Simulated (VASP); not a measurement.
# NaIr2 (P4_2/mnm) in VASP: notebook

Runs on NaIr2. Level: PBE. Tasks: single point, relaxation of cell and atoms.

Program: VASP 6.6.1. These are calculated values, not measurements. Logs are shortened: lines on timing, memory, paths and dates and some standing lists are left out, and cuts for length are marked.

### Step 1. The cell of the first run

It takes space group P4_2/mnm (No. 136, tetragonal). Conventional cell: a = 5.394 Å, b = 5.394 Å, c = 3.474 Å, α = 90.00°, β = 90.00°, γ = 90.00°. Within 3.0 Å of Na (site symmetry mmm) lie 6 Ir at 2.28 to 2.33 Å. Within 3.0 Å of Ir (site symmetry m2m) lie 3 Na at 2.28 to 2.33 Å and 1 Ir at 2.96 Å.

### Step 2. Single point, PBE

The input, INCAR:

```
SYSTEM = NaIr2
PREC = Accurate
ENCUT = 520
EDIFF = 1E-6
ISMEAR = 0
SIGMA = 0.1
LREAL = .False.
LASPH = .True.
NELM = 80
ALGO = Normal
ISIF = 2
LWAVE = .False.
LCHARG = .False.
GGA = PE
NBANDS = 34
```

The input, KPOINTS:

```
regular mesh
0
Gamma
  4 4 6
  0 0 0
```

The input, POSCAR:

```
NaIr2
1.0
    5.3938791560      0.0000000000      0.0000000000
    0.0000000000      5.3938791560      0.0000000000
    0.0000000000      0.0000000000      3.4742029653
Na Ir
2 4
Direct
    0.0000000000      0.0000000000      0.0000000000
    0.5000000000      0.5000000000      0.5000000000
    0.3060000000      0.3060000000      0.0000000000
    0.1940000000      0.8060000000      0.5000000000
    0.6940000000      0.6940000000      0.0000000000
    0.8060000000      0.1940000000      0.5000000000
```

Potentials or basis: VASP PAW PBE potentials, release 64 (Na_pv, Ir).

Launch:

```sh
> cat potpaw_PBE.64/Na_pv/POTCAR potpaw_PBE.64/Ir/POTCAR > POTCAR
> mpirun -np 1 vasp_std > vasp.out
```

OUTCAR:

```text
SYSTEM = NaIr2
   PREC = Accurate
   ENCUT = 520
   EDIFF = 1E-6
   ISMEAR = 0
   LREAL = .False.
   LASPH = .True.
   NELM = 80
   ISIF = 2
   GGA = PE

 ion  position               nearest neighbor table
   1  0.000  0.000  0.000-   4 2.28   6 2.28   4 2.28   6 2.28   5 2.33   3 2.33
   2  0.500  0.500  0.500-   3 2.28   5 2.28   3 2.28   5 2.28   4 2.33   6 2.33
   3  0.306  0.306  0.000-   2 2.28   2 2.28   1 2.33   5 2.96   6 3.26   4 3.26   4 3.26   6 3.26
                             4 3.26   4 3.26   6 3.26   6 3.26
   4  0.194  0.806  0.500-   1 2.28   1 2.28   2 2.33   6 2.96   3 3.26   5 3.26   3 3.26   5 3.26
                             3 3.26   3 3.26   5 3.26   5 3.26
   5  0.694  0.694  0.000-   2 2.28   2 2.28   1 2.33   3 2.96   6 3.26   4 3.26   4 3.26   6 3.26
                             6 3.26   6 3.26   4 3.26   4 3.26
   6  0.806  0.194  0.500-   1 2.28   1 2.28   2 2.33   4 2.96   5 3.26   3 3.26   3 3.26   5 3.26
                             5 3.26   5 3.26   3 3.26   3 3.26

  LATTYP: Found a simple tetragonal cell.
 ALAT       =     5.3938791560
 C/A-ratio  =     0.6441010013

  Lattice vectors:

 A1 = (   5.3938791560,   0.0000000000,   0.0000000000)
 A2 = (   0.0000000000,   5.3938791560,   0.0000000000)
 A3 = (   0.0000000000,   0.0000000000,   3.4742029653)

Analysis of symmetry for initial positions (statically):
=====================================================================
 Subroutine PRICEL returns:
 Original cell was already a primitive cell.

 Routine SETGRP: Setting up the symmetry group for a
 simple tetragonal supercell.

 Subroutine GETGRP returns: Found 16 space group operations
 (whereof  8 operations were pure point group operations)
 out of a pool of 16 trial point group operations.

The static configuration has the point symmetry D_2h.
 The point group associated with its full space group is D_4h.

Analysis of symmetry for dynamics (positions and initial velocities):
=====================================================================
 Subroutine PRICEL returns:
 Original cell was already a primitive cell.

 Routine SETGRP: Setting up the symmetry group for a
 simple tetragonal supercell.

 Subroutine GETGRP returns: Found 16 space group operations
 (whereof  8 operations were pure point group operations)
 out of a pool of 16 trial point group operations.

The dynamic configuration has the point symmetry D_2h.
 The point group associated with its full space group is D_4h.

 Subroutine INISYM returns: Found 16 space group operations
 (whereof  8 operations are pure point group operations),
 and found     1 'primitive' translations

----------------------------------------------------------------------------------------

                                     Primitive cell

  volume of cell :     101.0782

  direct lattice vectors                    reciprocal lattice vectors
     5.393879156  0.000000000  0.000000000     0.185395329  0.000000000  0.000000000
     0.000000000  5.393879156  0.000000000     0.000000000  0.185395329  0.000000000
     0.000000000  0.000000000  3.474202965     0.000000000  0.000000000  0.287835803

  length of vectors
     5.393879156  5.393879156  3.474202965     0.185395329  0.185395329  0.287835803

  position of ions in fractional coordinates (direct lattice)
     0.000000000  0.000000000  0.000000000
     0.500000000  0.500000000  0.500000000
     0.306000000  0.306000000  0.000000000
     0.194000000  0.806000000  0.500000000
     0.694000000  0.694000000  0.000000000
     0.806000000  0.194000000  0.500000000

  ion indices of the primitive-cell ions
   primitive index   ion index
                 1           1
                 2           2
                 3           3
                 4           4
                 5           5
                 6           6

----------------------------------------------------------------------------------------

 KPOINTS: regular mesh

Automatic generation of k-mesh.
 Grid dimensions read from file:
 generate k-points for:    4    4    6

 Generating k-lattice:

  Cartesian coordinates                     Fractional coordinates (reciprocal lattice)
     0.046348832  0.000000000  0.000000000     0.250000000  0.000000000  0.000000000
     0.000000000  0.046348832  0.000000000     0.000000000  0.250000000  0.000000000
     0.000000000  0.000000000  0.047972634     0.000000000  0.000000000  0.166666667

  Length of vectors
     0.046348832  0.046348832  0.047972634

  Shift w.r.t. Gamma in fractional coordinates (k-lattice)
     0.000000000  0.000000000  0.000000000

 Subroutine IBZKPT returns following result:
 ===========================================

 Found     24 irreducible k-points:

 Following reciprocal coordinates:
            Coordinates               Weight
  0.000000  0.000000  0.000000      1.000000
  0.250000  0.000000  0.000000      4.000000
  0.500000  0.000000  0.000000      2.000000
  0.250000  0.250000  0.000000      4.000000
  0.500000  0.250000  0.000000      4.000000
  0.500000  0.500000  0.000000      1.000000
[... 16 lines left out ...]
  0.500000  0.250000  0.500000      4.000000
  0.500000  0.500000  0.500000      1.000000
   k-points           NKPTS =     24   k-points in BZ     NKDIM =     24   number of bands    NBANDS=     34
   number of dos      NEDOS =    301   number of ions     NIONS =      6
   total plane-waves  NPLWV =  44800
   dimension x,y,z NGX =    40 NGY =   40 NGZ =   28
   dimension x,y,z NGXF=    80 NGYF=   80 NGZF=   56
   ions per type =               2   4
   NGX,Y,Z   is equivalent  to a cutoff of  12.33, 12.33, 13.40 a.u.
   NGXF,Y,Z  is equivalent  to a cutoff of  24.66, 24.66, 26.80 a.u.
 SYSTEM =  NaIr2
   PREC   = accura    normal or accurate (medium, high low for compatibility)
   ISTART =      0    job   : 0-new  1-cont  2-samecut
   ICHARG =      2    charge: 1-file 2-atom 10-const
   ISPIN  =      1    spin polarized calculation?
   LNONCOLLINEAR =      F non collinear calculations
   LSORBIT =      F    spin-orbit coupling
   LASPH  =      T    aspherical Exc in radial PAW
   ENCUT  =  520.0 eV  38.22 Ry    6.18 a.u.  10.03 10.03  6.46*2*pi/ulx,y,z
   NELM   =     80;   NELMIN=  2; NELMDL= -5     # of ELM steps
   EDIFF  = 0.1E-05   stopping-criterion for ELM
   LREAL  =      F    real-space projection
   EDIFFG = 0.1E-04   stopping-criterion for IOM
   NSW    =      0    number of steps for IOM
   IBRION =     -1    ionic relax: 0-MD 1-quasi-New 2-CG
   NFREE  =      0    steps in history (QN), initial steepest desc. (CG)
   ISIF   =      2    stress and relaxation
   ISYM   =      2    0-nonsym 1-usesym 2-fastsym
   POTIM  = 0.5000    time-step for ionic-motion
   TEBEG  =    0.0;   TEEND  =   0.0 temperature during run
   PSTRESS=    0.0 pullay stress
   NELECT =      50.0000    total number of electrons
   NUPDOWN=      -1.0000    fix difference up-down
   EMIN   =  10.00;   EMAX   =-10.00  energy-range for DOS
   EFERMI =   0.00;   METHOD = LEGACY
   ISMEAR =     0;   SIGMA  =   0.10  broadening in eV -4-tet -1-fermi 0-gaus
   EFERMI_NEDOS =   21; number of points for ismear=-14 and -15
   IALGO  =     38    algorithm
   IMIX   =      4    mixing-type and parameters
     AMIX     =   0.40;   BMIX     =  1.00
     AMIX_MAG =   1.60;   BMIX_MAG =  1.00
  volume/ion in A,a.u.               =      16.85       113.68
  Fermi-wavevector in a.u.,A,eV,Ry     =   1.294729  2.446684 22.807771  1.676324
  Thomas-Fermi vector in A             =   2.426294
   LORBIT       =      0    0 simple, 1 ext, 2 COOP (PROOUT), +10 PAW based schemes
   GGA     = PE    functional components
   LHFCALC =     F    Hartree Fock is set to
   AEXX    =    0.0000 exact exchange contribution
   IVDW    =     0    specifies the selected vdW correction
   LEPSILON=     F    determine dielectric tensor
   LRPA    =     F    only Hartree local field effects (RPA)
 non-spin polarized calculation
 Gauss-broadening in eV      SIGMA  =   0.10
  energy-cutoff  :      520.00
  volume of cell :      101.08
 maximum number of plane-waves:      2744
   NGX = 21   NGY = 21   NGZ = 13

 number of electron      49.9999974 magnetization

 Free energy of the ion-electron system (eV)
  ---------------------------------------------------
  ext. energy  EPLUGINS =         0.00000000
  ---------------------------------------------------
  free energy    TOTEN  =       -19.76411956 eV

  energy without entropy =      -19.70146853  energy(sigma->0) =      -19.73279405

 E-fermi :   4.8714     XC(G=0): -11.6094

 val. band max:        4.8675210181   @ k =   0.2500   0.2500   0.5000
 cond. band min:       4.8776798578   @ k =   0.5000   0.5000   0.1667
 fundamental gap:      0.0101588397
 Fermi energy:         4.8713648637

 k-point     1 :       0.0000    0.0000    0.0000
  band No.  band energies     occupation
      1     -18.5027      2.00000
      2     -18.4638      2.00000
      3     -18.4306      2.00000
      4     -18.4306      2.00000
      5     -18.3804      2.00000
      6     -18.3804      2.00000
[... 26 lines left out ...]
     33      11.1674      0.00000
     34      11.1674      0.00000

 k-point     2 :       0.2500    0.0000    0.0000
  band No.  band energies     occupation
      1     -18.4970      2.00000
      2     -18.4694      2.00000
      3     -18.4239      2.00000
      4     -18.4234      2.00000
      5     -18.3883      2.00000
      6     -18.3877      2.00000
[... 26 lines left out ...]
     33      10.2622      0.00000
     34      12.9112      0.00000

 k-point     3 :       0.5000    0.0000    0.0000
  band No.  band energies     occupation
      1     -18.4832      2.00000
      2     -18.4832      2.00000
      3     -18.4089      2.00000
      4     -18.4089      2.00000
      5     -18.4035      2.00000
      6     -18.4035      2.00000
[... 26 lines left out ...]
     33      13.9620      0.00000
     34      13.9620      0.00000
[... 704 lines left out ...]
 k-point    23 :       0.5000    0.2500    0.5000
  band No.  band energies     occupation
      1     -18.5296      2.00000
      2     -18.5296      2.00000
      3     -18.3964      2.00000
      4     -18.3964      2.00000
      5     -18.3771      2.00000
      6     -18.3771      2.00000
[... 26 lines left out ...]
     33       9.4292      0.00000
     34       9.4292      0.00000

 k-point    24 :       0.5000    0.5000    0.5000
  band No.  band energies     occupation
      1     -18.5215      2.00000
      2     -18.5215      2.00000
      3     -18.4041      2.00000
      4     -18.4041      2.00000
      5     -18.3773      2.00000
      6     -18.3773      2.00000
[... 26 lines left out ...]
     33       8.2021      0.00000
     34       8.2021      0.00000

------------------------ aborting loop because EDIFF is reached ----------------------------------------

  FORCE on cell =-STRESS in cart. coord.  units (eV):
  Direction    XX          YY          ZZ          XY          YZ          ZX
  --------------------------------------------------------------------------------------
  -------------------------------------------------------------------------------------
  Total        6.7298950      6.7298950     18.1955435     -0.0000000      0.0000000      0.0000000
  in kB      106.6746575    106.6746575    288.4151062     -0.0000000      0.0000000      0.0000000
  external PRESSURE =     167.2548070 kB  Pullay stress =       0.0000000 kB

 VOLUME and BASIS-vectors are now :
 -----------------------------------------------------------------------------
  energy-cutoff  :      520.00
  volume of cell :      101.08
      direct lattice vectors                 reciprocal lattice vectors
     5.393879156  0.000000000  0.000000000     0.185395329  0.000000000  0.000000000
     0.000000000  5.393879156  0.000000000     0.000000000  0.185395329  0.000000000
     0.000000000  0.000000000  3.474202965     0.000000000  0.000000000  0.287835803

 POSITION                                       TOTAL-FORCE (eV/Angst)
 -----------------------------------------------------------------------------------
      0.00000      0.00000      0.00000        -0.000000      0.000000      0.000000
      2.69694      2.69694      1.73710        -0.000000      0.000000      0.000000
      1.65053      1.65053      0.00000        -1.137651     -1.137651     -0.000000
      1.04641      4.34747      1.73710         1.137651     -1.137651     -0.000000
      3.74335      3.74335      0.00000         1.137651      1.137651      0.000000
      4.34747      1.04641      1.73710        -1.137651      1.137651      0.000000
 -----------------------------------------------------------------------------------
    total drift:                                0.000000      0.000000     -0.000000

  FREE ENERGIE OF THE ION-ELECTRON SYSTEM (eV)
  ---------------------------------------------------
  free  energy   TOTEN  =       -19.7641195614 eV

  energy  without entropy=      -19.7014685325  energy(sigma->0) =      -19.73279405
```

Run time: 59 s. Hardware: 1 thread of Oxide Virtual Turin-like, shared host; peak memory 0.2 GiB.

What came out:

| Quantity | Value |
| --- | --- |
| Free energy | -19.7641 eV |
| Pressure | 16.7 GPa |
| Largest force | 1.609 eV/Å |
| Band gap on the k mesh | zero (bands 25 and 26 overlap by 0.93 eV) |

Forces in eV/Å, atoms in the order of the input:
```
Na   0.000  0.000  0.000
Na   0.000  0.000  0.000
Ir  -1.138 -1.138  0.000
Ir   1.138 -1.138  0.000
Ir   1.138  1.138  0.000
Ir  -1.138  1.138  0.000
```

Stress tensor (GPa, compression positive):
```
10.67  0.00  0.00
 0.00 10.67  0.00
 0.00  0.00 28.84
```

Caveat: the stress differs along the axes, from 11 to 29 GPa; spin-orbit coupling is left out, which moves the levels of the heavy elements; forces of over 1 eV/Å act on the atoms, so gaps and moduli don't describe the material at rest.

[end of part 1 of 2]

The gap in the log of VASP goes by the Fermi energy; the results here count the filled bands.